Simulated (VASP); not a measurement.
Runs of VASP 6.6.1 on Al. The structure is hexagonal, space group P6_3/mmc (No. 194). The conventional cell has a = 2.812 Å, b = 2.812 Å, c = 4.867 Å, α = 90.00°, β = 90.00°, γ = 120.00°. Within 3.7 Å of Al (site symmetry -6m2) lie 12 Al at 2.81 to 2.93 Å. 

```csv
smearing,gap on the mesh (eV),pressure (GPa)
fermi-dirac 0.1 eV,none,-3.2
fermi-dirac 0.2 eV,none,-3.1
fermi-dirac 0.5 eV,none,-2.1
fermi-dirac 0.3 eV,none,(a)
```

Alike in all rows: task single point; level r2SCAN; potentials or basis VASP PAW PBE potentials, release 64 (Al); no spin polarisation; cell as given; k mesh 14 × 14 × 7; cutoff (eV) 520.

**Question.** Fill in the values left out.

**Answer.** (a) -2.8.

Caveats: the PAW data sets were made with another functional, which shifts forces and pressure a little.

A gap of «none» marks levels without a gap at the run's occupations.
